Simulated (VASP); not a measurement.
FeO: relaxation of cell and atoms with PBEsol

The system is FeO.

```
Fe O
1.0
     0.00000    2.12307    2.12307
     2.12307    0.00000    2.12307
     2.12307    2.12307    0.00000
Fe O
1 1
Direct
  0.00000 0.00000 0.00000
  0.50000 0.50000 0.50000
```

```yaml
Program: VASP 6.6.1
Task: relaxation of cell and atoms
Functional: PBEsol
Potentials_or_basis: VASP PAW PBE potentials, release 64 (Fe, O)
Cutoff: 600 eV
k_mesh: 18 × 18 × 18
Occupations: gaussian, width 0.1 eV
Spin: collinear spin, ferromagnetic start
Starting_moments: "[3.76, 0.37] μB"
Dipole_correction: no
Further_INCAR_settings: ALGO = Normal; EDIFF = 1e-06; IBRION = 2; EDIFFG = -0.005; NSW = 100; ISIF = 3
```

* Relaxed volume: 9.58 Å³/atom
* Relaxed cell: a = 3.004 Å, b = 3.004 Å, c = 3.004 Å, α = 60.00°, β = 60.00°, γ = 60.00°
* Space group after relaxing (to 0.1 Å): Fm-3m (No. 225)
* Energy gained by relaxing: 0.0 meV/atom
* Ionic steps: 3
* Pressure after relaxing: 0.1 GPa
* Band gap on the k mesh: zero (filled and empty bands overlap)
* Net moment: 4.00 μB per cell
* Site moments: Fe +3.60; O +0.31 μB
* Valence electrons inside the program's atomic spheres: Fe 6.82; O 4.99

Final structure:
```
CELL_PARAMETERS angstrom
0.00000 2.12383 2.12383
2.12383 0.00000 2.12383
2.12383 2.12383 0.00000
ATOMIC_POSITIONS crystal
Fe 0.00000 0.00000 0.00000
O 0.50000 0.50000 0.50000
```

Levels at points of the mesh, in eV from the Fermi level:
Spin up:
```csv
k point,band 7,band 8,band 9,band 10,band 11,band 12
"(0.00, 0.00, 0.00)",-3.93,-3.67,-3.67,0.25,15.39,17.25
"(0.50, 0.00, 0.00)",-2.44,-0.17,-0.17,4.05,8.82,12.71
"(0.50, 0.50, 0.00)",-2.72,-2.72,-2.65,5.50,8.91,10.85
```
Spin down:
```csv
k point,band 2,band 3,band 4,band 5,band 6,band 7,band 8,band 9
"(0.00, 0.00, 0.00)",-3.38,-3.38,-3.38,-0.80,-0.80,-0.80,0.10,0.10
"(0.50, 0.00, 0.00)",-8.41,-5.43,-5.43,0.43,0.43,0.66,2.92,2.92
"(0.50, 0.50, 0.00)",-7.22,-4.62,-4.62,-2.32,0.69,0.81,0.81,1.20
```

Wall time 68 s on 1 thread of Intel(R) Xeon(R) 6975P-C (Granite Rapids), on a shared host, peak memory 0.22 GiB.

Caveat: the PAW data sets were made with another functional, which shifts forces and pressure a little; a cell with one magnetic atom can't hold antiferromagnetic order, which such compounds often take; semilocal functionals often make such compounds metallic where correlation or magnetic order opens a gap, which also shifts bond lengths. With open d or f shells a metallic result of PBEsol can be an artefact of self-interaction; +U or a hybrid may open a gap.
